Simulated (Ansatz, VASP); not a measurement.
# One calculation of CsH, two programs

```
Cs H
1.0
     0.00000    3.25384    3.25384
     3.25384    0.00000    3.25384
     3.25384    3.25384    0.00000
Cs H
1 1
Direct
  0.00000 0.00000 0.00000
  0.50000 0.50000 0.50000
```

Change from the starting cell: volume scaled by 1.06, crystal datasets.

Alike in both runs: task electric field gradients; functional r2SCAN; k mesh 7 × 7 × 7; occupations fermi-dirac, width 0.02 eV; no spin polarisation.

|  | VASP | Ansatz |
| --- | --- | --- |
| version | VASP 6.6.1 | Ansatz 0.2.0 |
| potentials or method | VASP PAW PBE potentials, release 64 (Cs_sv, H), cutoff 520 eV | all-electron PAW with datasets made for the crystal, scalar-relativistic |

VASP gave:

| Quantity | Value |
| --- | --- |
| gap on the k mesh at the Fermi level (eV) | 2.95 |
| pressure (GPa) | -0.5 |

**Question.** Estimate Ansatz's values.

**Answer.** gap on the k mesh at the Fermi level (eV): 2.96; pressure (GPa): -0.5.

VASP's potentials were made for PBE, not for r2SCAN. Ansatz ran all-electron here, and VASP with PAW potentials.

Spin-orbit coupling is off throughout.
